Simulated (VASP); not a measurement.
Write the native input for VASP 6.6.1 that does the following.

```
Task                   : single point
Functional             : r2SCAN
Potentials or basis    : VASP PAW PBE potentials, release 64 (Mo_sv)
Cutoff                 : 520 eV
k mesh                 : 19 × 19 × 19
Occupations            : gaussian, width 0.1 eV
Spin                   : no spin polarisation
Dipole correction      : no
Further INCAR settings : ALGO = Normal; EDIFF = 1e-06; NBANDS = 13
```

Crystal: Mo.

```
CELL_PARAMETERS angstrom
-1.57542 1.57542 1.57542
1.57542 -1.57542 1.57542
1.57542 1.57542 -1.57542
ATOMIC_POSITIONS crystal
Mo 0.00000 0.00000 0.00000
```

These files were run (other wordings do the same):

POSCAR

```
Mo
1.0
   -1.5754199692      1.5754199692      1.5754199692
    1.5754199692     -1.5754199692      1.5754199692
    1.5754199692      1.5754199692     -1.5754199692
Mo
1
Direct
    0.0000000000      0.0000000000      0.0000000000
```

INCAR.step1

```
SYSTEM = Mo
PREC = Accurate
ENCUT = 520
ISMEAR = 0
SIGMA = 0.1
LREAL = .FALSE.
LASPH = .TRUE.
NELM = 80
NBANDS = 13
GGA = PE
ALGO = Normal
EDIFF = 1E-4
LWAVE = .TRUE.
LCHARG = .FALSE.
```

INCAR.step2

```
SYSTEM = Mo
PREC = Accurate
ENCUT = 520
EDIFF = 1E-6
ISMEAR = 0
SIGMA = 0.1
LREAL = .FALSE.
LASPH = .TRUE.
NELM = 80
ALGO = Normal
ISIF = 2
LWAVE = .FALSE.
LCHARG = .FALSE.
METAGGA = R2SCAN
LMIXTAU = .TRUE.
NBANDS = 13
ISTART = 1
```

KPOINTS

```
Automatic mesh
0
G
  19 19 19
  0 0 0
```

Potentials or basis: VASP PAW PBE potentials, release 64 (Mo_sv).

Launch:

```sh
$ cat potpaw_PBE.64/Mo_sv/POTCAR > POTCAR
$ cp INCAR.step1 INCAR
$ mpirun -np 1 vasp_std > vasp.out
$ cp INCAR.step2 INCAR
$ mpirun -np 1 vasp_std > vasp.out
```

Results of the run:

```json
{"Pressure": "1.1 GPa", "Band gap on the k mesh": "zero (band 7 reaches 16.48 eV, above the bottom of band 8 at 11.12 eV)"}
```

Caveat: the PAW data sets were made with another functional, which shifts forces and pressure a little.

It took 75 s on 1 thread of Intel(R) Xeon(R) Platinum 8488C (Sapphire Rapids) (shared host), peak memory 0.16 GiB.
